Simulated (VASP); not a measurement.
# MgS (P6_3/mmc) in VASP: notebook, part 2 of 2

VASP 6.6.1. Earlier steps stand in the parts before.

### Step 5. Single point, PBE

Input file INCAR:

```
ALGO = Normal ; EDIFF = 1E-6
ENCUT = 520 ; GGA = PE
ISIF = 2 ; ISMEAR = -1
LASPH = T ; LCHARG = F
LREAL = F ; LWAVE = F
NBANDS = 16 ; NELM = 60
PREC = Accurate ; SIGMA = 0.02
```

Input file KPOINTS:

```
k-points
0
Gamma
  12 12 4
```

Input file POSCAR:

```
MgS
1.0
    3.6454348062      0.0000000000      0.0000000000
   -1.8227174031      3.1570391500      0.0000000000
    0.0000000000      0.0000000000      6.1473560910
Mg S
2 2
Direct
    0.0000000000      0.0000000000      0.0000000000
    0.0000000000      0.0000000000      0.5000000000
    0.3333333333      0.6666666667      0.2500000000
    0.6666666667      0.3333333333      0.7500000000
```

Potentials or basis: VASP PAW PBE potentials, release 64 (Mg, S).

Command:

```bash
$ cat potpaw_PBE.64/Mg/POTCAR potpaw_PBE.64/S/POTCAR > POTCAR
$ mpirun -np 1 vasp_std > vasp.out
```

OUTCAR:

```text
EDIFF = 1E-6
   ENCUT = 520
   GGA = PE
   ISIF = 2
   ISMEAR = -1
   LASPH = T
   LREAL = F
   NELM = 60
   PREC = Accurate

 ion  position               nearest neighbor table
   1  0.000  0.000  0.000-   3 2.61   4 2.61   3 2.61   4 2.61   4 2.61   3 2.61   2 3.07   2 3.07

   2  0.000  0.000  0.500-   3 2.61   4 2.61   3 2.61   4 2.61   4 2.61   3 2.61   1 3.07   1 3.07

   3  0.333  0.667  0.250-   1 2.61   2 2.61   1 2.61   2 2.61   1 2.61   2 2.61
   4  0.667  0.333  0.750-   1 2.61   2 2.61   1 2.61   2 2.61   1 2.61   2 2.61

  LATTYP: Found a hexagonal cell.
 ALAT       =     3.6454348062
 C/A-ratio  =     1.6863162881

  Lattice vectors:

 A1 = (   3.6454348062,   0.0000000000,   0.0000000000)
 A2 = (  -1.8227174031,   3.1570391500,   0.0000000000)
 A3 = (   0.0000000000,   0.0000000000,   6.1473560910)

Analysis of symmetry for initial positions (statically):
=====================================================================
 Subroutine PRICEL returns:
 Original cell was already a primitive cell.

[... 170 lines left out ...]
  ---------------------------------------------------
  free energy    TOTEN  =       -16.89950187 eV

  energy without entropy =      -16.89950187  energy(sigma->0) =      -16.89950187

 E-fermi :   4.1014     XC(G=0):  -9.6540

 val. band max:        3.7080553728   @ k =   0.0000   0.0000   0.0000
 cond. band min:       7.1134536072   @ k =   0.3333   0.3333   0.0000
 fundamental gap:      3.4053982344
 Fermi energy:         4.1014244390

 k-point     1 :       0.0000    0.0000    0.0000
  band No.  band energies     occupation
      1      -8.9859      2.00000
      2      -7.7837      2.00000
      3      -1.2334      2.00000
      4       3.2258      2.00000
      5       3.2258      2.00000
      6       3.4694      2.00000
[... 433 lines left out ...]
      3      -0.3271      2.00000
      4       0.2863      2.00000
      5       0.9893      2.00000
      6       2.4516      2.00000
[... 8 lines left out ...]
     15      13.5209      0.00000
     16      14.2022      0.00000

 [... further k-points ...]
[... 5 lines left out ...]
  --------------------------------------------------------------------------------------
  -------------------------------------------------------------------------------------
  Total        0.4170443      0.4170443      0.4059057      0.0000000     -0.0000000      0.0000000
  in kB        9.4444155      9.4444155      9.1921709      0.0000000     -0.0000000      0.0000000
  external PRESSURE =       9.3603340 kB  Pullay stress =       0.0000000 kB

 VOLUME and BASIS-vectors are now :
 -----------------------------------------------------------------------------
  energy-cutoff  :      520.00
  volume of cell :       70.75
      direct lattice vectors                 reciprocal lattice vectors
     3.645434806  0.000000000  0.000000000     0.274315700  0.158376243  0.000000000
    -1.822717403  3.157039150  0.000000000     0.000000000  0.316752486  0.000000000
     0.000000000  0.000000000  6.147356091     0.000000000  0.000000000  0.162671559

 POSITION                                       TOTAL-FORCE (eV/Angst)
 -----------------------------------------------------------------------------------
      0.00000      0.00000      0.00000        -0.000000      0.000000     -0.000000
      0.00000      0.00000      3.07368        -0.000000      0.000000     -0.000000
     -0.00000      2.10469      1.53684         0.000000      0.000000      0.000000
      1.82272      1.05235      4.61052         0.000000      0.000000      0.000000
 -----------------------------------------------------------------------------------
    total drift:                                0.000000     -0.000000     -0.000000

  FREE ENERGIE OF THE ION-ELECTRON SYSTEM (eV)
  ---------------------------------------------------
  free  energy   TOTEN  =       -16.8995018685 eV

  energy  without entropy=      -16.8995018685  energy(sigma->0) =      -16.89950187
```

OSZICAR:

```text
N       E                     dE             d eps       ncg     rms          rms(c)
DAV:   1     0.588154200719E+02    0.58815E+02   -0.63663E+03  1856   0.832E+02
DAV:   2    -0.129616439924E+02   -0.71777E+02   -0.64379E+02  2664   0.139E+02
DAV:   3    -0.176223096940E+02   -0.46607E+01   -0.46425E+01  2448   0.384E+01
DAV:   4    -0.176677104265E+02   -0.45401E-01   -0.45396E-01  2288   0.467E+00
DAV:   5    -0.176684235902E+02   -0.71316E-03   -0.71315E-03  2512   0.587E-01    0.625E+00
DAV:   6    -0.169721827202E+02    0.69624E+00   -0.93598E-01  2000   0.471E+00    0.467E+00
DAV:   7    -0.169000767348E+02    0.72106E-01   -0.32777E-01  2376   0.283E+00    0.300E+00
DAV:   8    -0.169006342427E+02   -0.55751E-03   -0.30860E-02  2040   0.109E+00    0.162E+00
DAV:   9    -0.168994501353E+02    0.11841E-02   -0.27178E-03  2216   0.359E-01    0.249E-01
DAV:  10    -0.168995067870E+02   -0.56652E-04   -0.47937E-04  2504   0.107E-01    0.292E-02
DAV:  11    -0.168995026576E+02    0.41293E-05   -0.30823E-05  2176   0.299E-02    0.369E-02
DAV:  12    -0.168995018685E+02    0.78913E-06   -0.32539E-06  2328   0.968E-03
   1 F= -.16899502E+02 E0= -.16899502E+02  d E =-.157128E-10
```

stdout:

```text
POSCAR found type information on POSCAR MgS
 POSCAR found :  2 types and       4 ions
 scaLAPACK will be used
 LDA part: xc-table for (Slater+PW92), standard interpolation
 POSCAR, INCAR and KPOINTS ok, starting setup
 FFT: planning ... GRIDC
 FFT: planning ... GRID_SOFT
 FFT: planning ... GRID
 WAVECAR not read
 entering main loop
```

It took 22 s on 1 thread of Intel Xeon 6975P-C (Granite Rapids), shared host; peak memory 0.22 GiB.

Results:

| Item | Value |
| --- | --- |
| Free energy | -16.8995 eV |
| Pressure | 0.9 GPa |
| Band gap on the k mesh | 3.41 eV, indirect (least direct gap 3.53 eV) |

A k mesh can miss the band edges.

### Step 6. Summary

| level | potentials or basis | cell | k mesh | smearing | gap on the mesh (eV) | pressure (GPa) |
| --- | --- | --- | --- | --- | --- | --- |
| PBE | VASP PAW PBE potentials, release 64 (Mg, S) | a = 3.645, b = 3.645, c = 6.147 Å, angles 90.0, 90.0, 120.0°, 4 atoms | 6 × 6 × 2 | gaussian 0.01 eV | 3.40 | 0.9 |
| LDA | VASP PAW LDA potentials, release 64 (Mg, S) | a = 3.593, b = 3.593, c = 6.062 Å, angles 90.0, 90.0, 120.0°, 4 atoms | 12 × 12 × 4 | fermi-dirac 0.02 eV | 3.26 | -0.6 |
| PBEsol | VASP PAW PBE potentials, release 64 (Mg, S) | a = 3.629, b = 3.629, c = 6.131 Å, angles 90.0, 90.0, 120.0°, 4 atoms | 12 × 12 × 4 | fermi-dirac 0.02 eV | 3.35 | -0.2 |
| PBE | VASP PAW PBE potentials, release 64 (Mg, S) | a = 3.645, b = 3.645, c = 6.147 Å, angles 90.0, 90.0, 120.0°, 4 atoms | 12 × 12 × 4 | fermi-dirac 0.02 eV | 3.41 | 0.9 |

Alike in all rows: task single point; no spin polarisation; cutoff (eV) 520.

Caveats: some runs use coarse meshes; the PAW data sets were made with another functional, which shifts forces and pressure a little (some runs).

Total energies depend on the potentials used, so only differences within one code and one set of settings carry meaning.
